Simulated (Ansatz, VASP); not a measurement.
**One calculation of NiI2, two programs**

Contents of INCAR:

```
ALGO = Normal
EDIFF = 1E-7
ENCUT = 520
ISIF = 2
ISMEAR = 0
ISPIN = 2
LASPH = T
LCHARG = F
LDAU = T
LDAUJ = 0 0
LDAUL = 2 -1
LDAUPRINT = 1
LDAUTYPE = 2
LDAUU = 7.2 0
LMAXMIX = 4
LORBIT = 11
LREAL = F
LWAVE = F
MAGMOM = 0.5 0 0
NBANDS = 23
NELM = 150
PREC = Accurate
SIGMA = 0.05
```

KPOINTS

```
k-points
0
Gamma
  8 8 8
```

The input POSCAR:

```
NiI2
1.0
    1.9368721813      1.1182536753      6.6153351981
   -1.9368721813      1.1182536753      6.6153351981
    0.0000000000     -2.2365073505      6.6153351982
Ni I
1 2
Direct
    0.0000000000      0.0000000000      0.0000000000
    0.2568162273      0.2568162273      0.2568162273
    0.7431837727      0.7431837727      0.7431837727
```

Input for Ansatz:

```yaml
crystal:
  lattice:
    - [1.9368721813, 1.1182536753, 6.6153351981]
    - [-1.9368721813, 1.1182536753, 6.6153351981]
    - [0.0, -2.2365073505, 6.6153351982]
  atoms:
    - { symbol: Ni, position: [0.0, 0.0, 0.0], spin: 0.5 }
    - { symbol: I, position: [0.2568162273, 0.2568162273, 0.2568162273] }
    - { symbol: I, position: [0.7431837727, 0.7431837727, 0.7431837727] }
basis:
  ecutwfc: 420
  ecutrho_ratio: 4
kpoints:
  mp_grid: { grid: [8, 8, 8] }
hamiltonian:
  xc: lda
  hubbard: { sites: [{ species: Ni, l: d, u_eff: 7.2 }] }
scf:
  occupations: { method: gaussian, width: 0.05 }
  lower_state_search: "off"
output:
  forces: true
  stress: true
  eigenvalues: true
  populations: true
  hubbard: { sites: [{ species: Ni, l: d }] }
magnetization:
  spin_polarized: true
checkpoint:
  read: start.run
  write: ck
  compress: false
  write_wavefunctions: false
  write_every: 100000
```

Alike in both runs: task single point; functional LDA; k mesh 8 × 8 × 8; occupations gaussian, width 0.05 eV; collinear spin; Hubbard terms Ni d U = 7.2 eV.

|  | VASP | Ansatz |
| --- | --- | --- |
| version | VASP 6.6.1 | Ansatz 0.2.0 |
| potentials or method | VASP PAW LDA potentials, release 64 (Ni, I), cutoff 520 eV | scalar-relativistic, plane waves, PAW |
| valence electrons in the cell | 24 | 52 |

```tsv
	VASP	Ansatz	Ansatz less VASP
gap on the k mesh at the Fermi level (eV)	1.13	0.90	-0.229
least direct gap on the mesh (eV)	1.42	1.17	-0.249
pressure (GPa)	-1.0	-0.4	+0.63
traceless stress, the component that is largest in VASP (GPa)	0.15	-0.03	-0.182
rms of the force components (eV/Å)	0.034	0.005	-0.0290
net moment per atom (μB)	0.67	0.67	0.000
size of the moment on the site where the two differ most (μB)	1.51	1.44	-0.072
```

LDA's correlation is that of Perdew and Zunger in VASP and of Perdew and Wang (1992) in Ansatz. Site moments also hang on the region over which each program counts them. The programs project onto different local orbitals, so the same U acts differently, and such runs can settle in different states. Atom by atom the forces differ by 0.039 eV/Å (rms over components). VASP's potentials hold 24 valence electrons a cell and Ansatz's 52, so a difference there can come from the potentials and not from the codes.

Neither program's run includes spin-orbit coupling.
